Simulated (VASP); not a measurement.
# BP (I-4m2) in VASP: a series of runs

Runs on BP. Level: PBE. Tasks: single point, relaxation of the atoms.

All numbers are computed with VASP 6.6.1; they aren't measurements. Logs are shortened: lines on timing, memory, paths and dates and some standing lists are left out, and cuts for length are marked.

**1. The cell of the first run**

It takes space group I-4m2 (No. 119, tetragonal). The conventional cell has a = 3.208 Å, b = 3.208 Å, c = 4.617 Å, α = 90.00°, β = 90.00°, γ = 90.00°. B (site symmetry -4m2) has 4 P at 1.98 Å within 2.6 Å. P (site symmetry -4m2) has 4 B at 1.98 Å within 2.6 Å.

**2. Single point, PBE (strained cell)**

INCAR

```
PREC = Accurate
ENCUT = 500
EDIFF = 1E-6
ISMEAR = 0
SIGMA = 0.02
LREAL = F
LASPH = T
NELM = 120
ALGO = Normal
ISIF = 2
LWAVE = F
LCHARG = F
GGA = PE
NBANDS = 11
GGA_COMPAT = F
```

KPOINTS

```
Automatic mesh
0
Gamma
  8 8 8
```

POSCAR

```
BP
1.0
    0.0000000000      2.2685042206      2.3082852556
    2.2685042206      0.0000000000      2.3082852556
    2.2685042206      2.2685042206      0.0000000000
B P
1 1
Direct
    0.0000000000      0.0000000000      0.0000000000
    0.2500000000      0.2500000000      0.2500000000
```

Potentials or basis: VASP PAW PBE potentials, release 64 (B, P).

Started as:

```
$ cat potpaw_PBE.64/B/POTCAR potpaw_PBE.64/P/POTCAR > POTCAR
$ mpirun -np 1 vasp_std > vasp.out
```

OUTCAR:

```text
PREC = Accurate
   ENCUT = 500
   EDIFF = 1E-6
   ISMEAR = 0
   LREAL = F
   LASPH = T
   NELM = 120
   ISIF = 2
   GGA = PE

 ion  position               nearest neighbor table
   1  0.000  0.000  0.000-   2 1.98   2 1.98   2 1.98   2 1.98
   2  0.250  0.250  0.250-   1 1.98   1 1.98   1 1.98   1 1.98

  LATTYP: Found a body centered tetragonal cell.
 ALAT       =     3.2081494351
 C/A-ratio  =     1.4390135512

  Lattice vectors:

 A1 = (  -2.2685042206,   0.0000000000,   2.3082852556)
 A2 = (   2.2685042206,   0.0000000000,   2.3082852556)
 A3 = (   0.0000000000,   2.2685042206,  -2.3082852556)

Analysis of symmetry for initial positions (statically):
=====================================================================
 Subroutine PRICEL returns:
 Original cell was already a primitive cell.

 Routine SETGRP: Setting up the symmetry group for a
 body centered tetragonal supercell.

 Subroutine GETGRP returns: Found  8 space group operations
 (whereof  8 operations were pure point group operations)
 out of a pool of 16 trial point group operations.

The static configuration has the point symmetry D_2d.

Analysis of symmetry for dynamics (positions and initial velocities):
=====================================================================
 Subroutine PRICEL returns:
 Original cell was already a primitive cell.

 Routine SETGRP: Setting up the symmetry group for a
 body centered tetragonal supercell.

 Subroutine GETGRP returns: Found  8 space group operations
 (whereof  8 operations were pure point group operations)
 out of a pool of 16 trial point group operations.

The dynamic configuration has the point symmetry D_2d.

 Subroutine INISYM returns: Found  8 space group operations
 (whereof  8 operations are pure point group operations),
 and found     1 'primitive' translations

----------------------------------------------------------------------------------------

                                     Primitive cell

  volume of cell :      23.7574

  direct lattice vectors                    reciprocal lattice vectors
     0.000000000  2.268504221  2.308285256    -0.220409552  0.220409552  0.216611010
     2.268504221  0.000000000  2.308285256     0.220409552 -0.220409552  0.216611010
     2.268504221  2.268504221  0.000000000     0.220409552  0.220409552 -0.216611010

  length of vectors
     3.236401122  3.236401122  3.208149435     0.379580125  0.379580125  0.379580125

  position of ions in fractional coordinates (direct lattice)
     0.000000000  0.000000000  0.000000000
     0.250000000  0.250000000  0.250000000

  ion indices of the primitive-cell ions
   primitive index   ion index
                 1           1
                 2           2

----------------------------------------------------------------------------------------

 KPOINTS: Automatic mesh

Automatic generation of k-mesh.
 Grid dimensions read from file:
 generate k-points for:    8    8    8

 Generating k-lattice:

  Cartesian coordinates                     Fractional coordinates (reciprocal lattice)
    -0.027551194  0.027551194  0.027076376     0.125000000 -0.000000000  0.000000000
     0.027551194 -0.027551194  0.027076376    -0.000000000  0.125000000  0.000000000
     0.027551194  0.027551194 -0.027076376     0.000000000  0.000000000  0.125000000

  Length of vectors
     0.047447516  0.047447516  0.047447516

  Shift w.r.t. Gamma in fractional coordinates (k-lattice)
     0.000000000  0.000000000  0.000000000

 Subroutine IBZKPT returns following result:
 ===========================================

 Found     59 irreducible k-points:

 Following reciprocal coordinates:
            Coordinates               Weight
  0.000000  0.000000  0.000000      1.000000
  0.125000 -0.000000  0.000000      8.000000
  0.250000 -0.000000  0.000000      8.000000
  0.375000  0.000000  0.000000      8.000000
  0.500000 -0.000000  0.000000      4.000000
  0.125000  0.125000  0.000000      2.000000
[... 16 lines left out ...]
  0.250000 -0.000000  0.125000     16.000000
  0.375000  0.000000  0.125000     16.000000
 [... further k-points ...]
   k-points           NKPTS =     59   k-points in BZ     NKDIM =     59   number of bands    NBANDS=     11
   number of dos      NEDOS =    301   number of ions     NIONS =      2
   total plane-waves  NPLWV =  13824
   dimension x,y,z NGX =    24 NGY =   24 NGZ =   24
   dimension x,y,z NGXF=    48 NGYF=   48 NGZF=   48
   ions per type =               1   1
   NGX,Y,Z   is equivalent  to a cutoff of  12.33, 12.33, 12.44 a.u.
   NGXF,Y,Z  is equivalent  to a cutoff of  24.66, 24.66, 24.87 a.u.
 SYSTEM =  unknown system
   PREC   = accura    normal or accurate (medium, high low for compatibility)
   ISTART =      0    job   : 0-new  1-cont  2-samecut
   ICHARG =      2    charge: 1-file 2-atom 10-const
   ISPIN  =      1    spin polarized calculation?
   LNONCOLLINEAR =      F non collinear calculations
   LSORBIT =      F    spin-orbit coupling
   LASPH  =      T    aspherical Exc in radial PAW
   ENCUT  =  500.0 eV  36.75 Ry    6.06 a.u.   5.90  5.90  5.85*2*pi/ulx,y,z
   NELM   =    120;   NELMIN=  2; NELMDL= -5     # of ELM steps
   EDIFF  = 0.1E-05   stopping-criterion for ELM
   LREAL  =      F    real-space projection
   EDIFFG = 0.1E-04   stopping-criterion for IOM
   NSW    =      0    number of steps for IOM
   IBRION =     -1    ionic relax: 0-MD 1-quasi-New 2-CG
   NFREE  =      0    steps in history (QN), initial steepest desc. (CG)
   ISIF   =      2    stress and relaxation
   ISYM   =      2    0-nonsym 1-usesym 2-fastsym
   POTIM  = 0.5000    time-step for ionic-motion
   TEBEG  =    0.0;   TEEND  =   0.0 temperature during run
   PSTRESS=    0.0 pullay stress
   NELECT =       8.0000    total number of electrons
   NUPDOWN=      -1.0000    fix difference up-down
   EMIN   =  10.00;   EMAX   =-10.00  energy-range for DOS
   EFERMI =   0.00;   METHOD = LEGACY
   ISMEAR =     0;   SIGMA  =   0.02  broadening in eV -4-tet -1-fermi 0-gaus
   EFERMI_NEDOS =   21; number of points for ismear=-14 and -15
   IALGO  =     38    algorithm
   IMIX   =      4    mixing-type and parameters
     AMIX     =   0.40;   BMIX     =  1.00
     AMIX_MAG =   1.60;   BMIX_MAG =  1.00
  volume/ion in A,a.u.               =      11.88        80.16
  Fermi-wavevector in a.u.,A,eV,Ry     =   1.138952  2.152306 17.649624  1.297211
  Thomas-Fermi vector in A             =   2.275656
   LORBIT       =      0    0 simple, 1 ext, 2 COOP (PROOUT), +10 PAW based schemes
   GGA     = PE    functional components
   LHFCALC =     F    Hartree Fock is set to
   AEXX    =    0.0000 exact exchange contribution
   IVDW    =     0    specifies the selected vdW correction
   LEPSILON=     F    determine dielectric tensor
   LRPA    =     F    only Hartree local field effects (RPA)
 non-spin polarized calculation
 Gauss-broadening in eV      SIGMA  =   0.02
  energy-cutoff  :      500.00
  volume of cell :       23.76
 maximum number of plane-waves:       614
   NGX = 11   NGY = 11   NGZ = 11

 number of electron       8.0000000 magnetization

 Free energy of the ion-electron system (eV)
  ---------------------------------------------------
  ext. energy  EPLUGINS =         0.00000000
  ---------------------------------------------------
  free energy    TOTEN  =       -12.92336195 eV

  energy without entropy =      -12.92336195  energy(sigma->0) =      -12.92336195

 E-fermi :   7.4793     XC(G=0): -10.8353

 val. band max:        7.2949304856   @ k =   0.0000   0.0000   0.0000
 cond. band min:       8.4544734744   @ k =   0.3750   0.0000   0.3750
 fundamental gap:      1.1595429889
 Fermi energy:         7.4793159047

 k-point     1 :       0.0000    0.0000    0.0000
  band No.  band energies     occupation
      1      -8.0749      2.00000
      2       7.1226      2.00000
      3       7.2949      2.00000
      4       7.2949      2.00000
      5      10.5827      0.00000
      6      10.5827      0.00000
      7      10.6806      0.00000
      8      14.3531      0.00000
      9      18.6382      0.00000
     10      19.0856      0.00000
     11      19.5454      0.00000

 k-point     2 :       0.1250   -0.0000    0.0000
  band No.  band energies     occupation
      1      -7.7977      2.00000
      2       5.3980      2.00000
      3       6.7516      2.00000
      4       6.8820      2.00000
      5      11.0756      0.00000
      6      11.1741      0.00000
      7      11.2698      0.00000
      8      15.1681      0.00000
      9      18.2465      0.00000
     10      18.5963      0.00000
     11      19.4628      0.00000

 k-point     3 :       0.2500   -0.0000    0.0000
  band No.  band energies     occupation
      1      -6.9852      2.00000
      2       2.4421      2.00000
      3       6.0488      2.00000
      4       6.2211      2.00000
      5      11.1322      0.00000
      6      11.9670      0.00000
      7      11.9873      0.00000
      8      16.6878      0.00000
      9      18.1013      0.00000
     10      18.2248      0.00000
     11      20.1630      0.00000

 k-point     4 :       0.3750    0.0000    0.0000
  band No.  band energies     occupation
      1      -5.7454      2.00000
      2      -0.2452      2.00000
      3       5.5584      2.00000
      4       5.7665      2.00000
      5      10.9574      0.00000
      6      12.0015      0.00000
      7      12.1095      0.00000
      8      17.3255      0.00000
      9      19.7365      0.00000
     10      19.8187      0.00000
     11      20.9197      0.00000
[... 239 lines left out ...]
 k-point    22 :       0.1250    0.0000    0.1250
  band No.  band energies     occupation
      1      -7.7008      2.00000
      2       5.9943      2.00000
      3       6.1031      2.00000
      4       6.1064      2.00000
      5       9.9592      0.00000
      6      12.0886      0.00000
      7      12.2952      0.00000
      8      14.6770      0.00000
      9      17.6652      0.00000
     10      19.5975      0.00000
     11      19.8315      0.00000

 k-point    23 :       0.2500   -0.0000    0.1250
  band No.  band energies     occupation
      1      -7.0605      2.00000
      2       3.4688      2.00000
      3       5.3078      2.00000
      4       5.7695      2.00000
      5      10.2379      0.00000
      6      12.7824      0.00000
      7      13.2713      0.00000
      8      14.2991      0.00000
      9      18.4196      0.00000
     10      19.6543      0.00000
     11      21.0396      0.00000

 k-point    24 :       0.3750    0.0000    0.1250
  band No.  band energies     occupation
      1      -5.9411      2.00000
      2       0.7207      2.00000
      3       4.8857      2.00000
      4       5.0424      2.00000
      5      10.6836      0.00000
      6      12.8240      0.00000
      7      13.3886      0.00000
      8      15.0302      0.00000
      9      19.5862      0.00000
     10      20.8480      0.00000
     11      21.6085      0.00000

 [... further k-points ...]
[... 5 lines left out ...]
  --------------------------------------------------------------------------------------
  -------------------------------------------------------------------------------------
  Total       -0.0294483     -0.0294483     -0.7258791      0.0000000      0.0000000      0.0000000
  in kB       -1.9859661     -1.9859661    -48.9526506      0.0000000      0.0000000      0.0000000
  external PRESSURE =     -17.6415276 kB  Pullay stress =       0.0000000 kB

 VOLUME and BASIS-vectors are now :
 -----------------------------------------------------------------------------
  energy-cutoff  :      500.00
  volume of cell :       23.76
      direct lattice vectors                 reciprocal lattice vectors
     0.000000000  2.268504221  2.308285256    -0.220409552  0.220409552  0.216611010
     2.268504221  0.000000000  2.308285256     0.220409552 -0.220409552  0.216611010
     2.268504221  2.268504221  0.000000000     0.220409552  0.220409552 -0.216611010

 POSITION                                       TOTAL-FORCE (eV/Angst)
 -----------------------------------------------------------------------------------
      0.00000      0.00000      0.00000         0.000000      0.000000     -0.000000
      1.13425      1.13425      1.15414        -0.000000     -0.000000      0.000000
 -----------------------------------------------------------------------------------
    total drift:                                0.000000      0.000000      0.000000

  FREE ENERGIE OF THE ION-ELECTRON SYSTEM (eV)
  ---------------------------------------------------
  free  energy   TOTEN  =       -12.9233619477 eV

  energy  without entropy=      -12.9233619477  energy(sigma->0) =      -12.92336195
```

It took 18 s on 1 thread of Intel Xeon 8259CL, shared host; peak memory 0.14 GiB.

What came out:

```yaml
Free_energy: -12.9234 eV
Pressure: -1.8 GPa
Band_gap_on_the_k_mesh: 1.16 eV (least direct gap 3.29 eV)
```

Levels at points of the mesh, in eV from the valence-band top:
```csv
k point,band 1,band 2,band 3,band 4,band 5,band 6,band 7,band 8,band 9
"(0.00, 0.00, 0.00)",-15.37,-0.17,0.00,0.00,3.29,3.29,3.39,7.06,11.34
"(0.50, 0.00, 0.00)",-12.11,-8.97,-1.91,-1.68,3.58,4.60,4.73,10.01,14.36
"(0.50, 0.50, 0.00)",-10.71,-8.66,-3.99,-3.99,1.44,1.78,11.91,11.91,14.85
"(0.50, 0.00, 0.50)",-10.55,-8.50,-4.19,-4.15,1.24,1.54,11.72,12.07,14.99
```

Caveat: the cell differs from its parent crystal (strained cell). A k mesh can miss the band edges.

**3. Single point, PBE**

INCAR

```
SYSTEM = BP
ALGO     = Normal         ! electronic algorithm
EDIFF    = 1E-6           ! SCF threshold, eV
ENCUT    = 500            ! plane-wave cutoff, eV
GGA      = PE             ! functional
GGA_COMPAT= .False.      
ISIF     = 2              ! what is computed and relaxed
ISMEAR   = 0              ! smearing method
LASPH    = .True.         ! aspherical terms in the spheres
LCHARG   = .False.        ! write CHGCAR
LREAL    = .False.        ! projectors in reciprocal space
LWAVE    = .False.        ! write WAVECAR
NBANDS   = 11             ! bands
NELM     = 120            ! most SCF steps
PREC     = Accurate       ! precision mode
SIGMA    = 0.01           ! smearing width, eV
```

KPOINTS

```
k-points
0
Gamma
  8 8 8
  0 0 0
```

POSCAR is that of step 2.

Potentials or basis: VASP PAW PBE potentials, release 64 (B, P).

Started as:

```
$ cat potpaw_PBE.64/B/POTCAR potpaw_PBE.64/P/POTCAR > POTCAR
$ mpirun -np 1 vasp_std > vasp.out
```

Run time: 18 s. Hardware: 1 thread of Intel Xeon 8259CL, shared host; peak memory 0.14 GiB.

Results (log left out):

| Quantity | Value |
| --- | --- |
| Free energy | -12.9234 eV |
| Pressure | -1.8 GPa |
| Band gap on the k mesh | 1.16 eV (least direct gap 3.29 eV) |

Stress tensor (GPa, compression positive):
```
-0.20  0.00  0.00
 0.00 -0.20  0.00
 0.00  0.00 -4.90
```

Levels at points of the mesh, in eV from the valence-band top:
| k point | band 1 | band 2 | band 3 | band 4 | band 5 | band 6 | band 7 | band 8 |
| --- | --- | --- | --- | --- | --- | --- | --- | --- |
| (0.00, 0.00, 0.00) | -15.37 | -0.17 | 0.00 | 0.00 | 3.29 | 3.29 | 3.39 | 7.06 |
| (0.50, 0.00, 0.00) | -12.11 | -8.97 | -1.91 | -1.68 | 3.58 | 4.60 | 4.73 | 10.01 |
| (0.50, 0.50, 0.00) | -10.71 | -8.66 | -3.99 | -3.99 | 1.44 | 1.78 | 11.91 | 11.91 |
| (0.50, 0.00, 0.50) | -10.55 | -8.50 | -4.19 | -4.15 | 1.24 | 1.54 | 11.72 | 12.07 |

A k mesh can miss the band edges.

**4. Relaxation of the atoms, PBE (strained cell)**

INCAR

```
SYSTEM = BP
PREC = Accurate ; ENCUT = 450
EDIFF = 1E-7 ; ISMEAR = 0
SIGMA = 0.02 ; LREAL = .FALSE.
LASPH = .TRUE. ; NELM = 120
ALGO = Normal ; ISIF = 2
LWAVE = .FALSE. ; LCHARG = .FALSE.
GGA = PE ; IBRION = 2
NSW = 60 ; EDIFFG = -0.002
GGA_COMPAT = .FALSE. ; NELMIN = 4
```

KPOINTS

```
regular mesh
0
G
  8 8 8
  0 0 0
```

POSCAR

```
BP
1.0
    0.0000000000      2.2656445181      2.3082852556
    2.2656445181      0.0000000000      2.3082852556
    2.2656445181      2.2656445181      0.0000000000
B P
1 1
Direct
    0.0000000000      0.0000000000      0.0000000000
    0.2500000000      0.2500000000      0.2500000000
```

Started as:

```
$ cat potpaw_PBE.64/B/POTCAR potpaw_PBE.64/P/POTCAR > POTCAR
$ mpirun -np 1 vasp_std > vasp.out
```

It took 16 s on 1 thread of Intel Xeon 8259CL, shared host; peak memory 0.13 GiB.

The run converged. Its results:

```
Free energy             : -12.9231 eV
Pressure after relaxing : -1.3 GPa
Band gap on the k mesh  : 1.15 eV (least direct gap 3.28 eV)
```

Stress tensor (GPa, compression positive):
```
 0.34  0.00  0.00
 0.00  0.34  0.00
 0.00  0.00 -4.71
```

Final structure:
```
CELL_PARAMETERS angstrom
0.00000 2.26564 2.30829
2.26564 0.00000 2.30829
2.26564 2.26564 0.00000
ATOMIC_POSITIONS crystal
B 0.00000 0.00000 0.00000
P 0.25000 0.25000 0.25000
```

Levels at points of the mesh, in eV from the valence-band top:
```tsv
k point	band 1	band 2	band 3	band 4	band 5	band 6	band 7	band 8
(0.00, 0.00, 0.00)	-15.40	-0.19	0.00	0.00	3.28	3.28	3.39	7.09
(0.50, 0.00, 0.00)	-12.13	-8.99	-1.92	-1.68	3.59	4.60	4.73	10.02
(0.50, 0.50, 0.00)	-10.73	-8.68	-4.00	-4.00	1.44	1.78	11.93	11.93
(0.50, 0.00, 0.50)	-10.56	-8.52	-4.21	-4.17	1.23	1.52	11.72	12.10
```

Caveat: the cell differs from its parent crystal (strained cell). A k mesh can miss the band edges.

**5. Overview**

```tsv
task	cell	cutoff (eV)	smearing	gap on the mesh (eV)	pressure (GPa)
single point	a = 3.236, b = 3.236, c = 3.208 Å, angles 60.3, 60.3, 59.4°, 2 atoms	500	gaussian 0.02 eV	1.16	-1.8
single point	a = 3.236, b = 3.236, c = 3.208 Å, angles 60.3, 60.3, 59.4°, 2 atoms	500	gaussian 0.01 eV	1.16	-1.8
relaxation of the atoms	atoms relaxed from a = 3.234, b = 3.234, c = 3.204 Å, angles 60.3, 60.3, 59.4°, 2 atoms	450	gaussian 0.02 eV	1.15	-1.3
```

Alike in all rows: level PBE; potentials or basis VASP PAW PBE potentials, release 64 (B, P); no spin polarisation; k mesh 8 × 8 × 8.

Total energies depend on the potentials used, so only differences within one code and one set of settings carry meaning.
